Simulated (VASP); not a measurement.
Here is a VASP 6.6.1 calculation.

INCAR

```
SYSTEM = Ba
PREC = Accurate ; ENCUT = 500
EDIFF = 1E-7 ; ISMEAR = -1
SIGMA = 0.1 ; LREAL = .False.
LASPH = .True. ; NELM = 120
ALGO = Normal ; ISIF = 3
LWAVE = .False. ; LCHARG = .False.
GGA = PE ; IBRION = 2
NSW = 80 ; EDIFFG = -0.02
PSTRESS = 200.0 ; GGA_COMPAT = .False.
NELMIN = 4
```

Contents of KPOINTS:

```
regular mesh
0
Gamma
  8 8 8
  0 0 0
```

POSCAR

```
Ba
1.0
    0.0000000000      4.3400000000      4.3400000000
    4.3400000000      0.0000000000      4.3400000000
    4.3400000000      4.3400000000      0.0000000000
Ba
2
Direct
    1.0000000000      1.0000000000      1.0000000000
    0.2500000000      0.2500000000      0.2500000000
```

Potentials or basis: VASP PAW PBE potentials, release 64 (Ba_sv).

Launch:

```console
$ cat potpaw_PBE.64/Ba_sv/POTCAR > POTCAR
$ mpirun -np 1 vasp_std > vasp.out
```

Q: Estimate the band gap on the k mesh.

A: Zero (bands 10 and 11 overlap by 0.57 eV).

Q: Estimate the relaxed volume.

A: 36.15 Å³/atom.

Final structure:
```
Ba
1.0
     0.00000    3.30646    3.30646
     3.30646    0.00000    3.30646
     3.30646    3.30646    0.00000
Ba
2
Direct
  0.00000 0.00000 0.00000
  0.25000 0.25000 0.25000
```

Caveat: the cell is relaxed towards a set pressure, so the run minimises the enthalpy, not the energy; the volume moved by over 15 % at a fixed basis, so the end points are rough; spin-orbit coupling is left out, which moves the levels of the heavy elements.
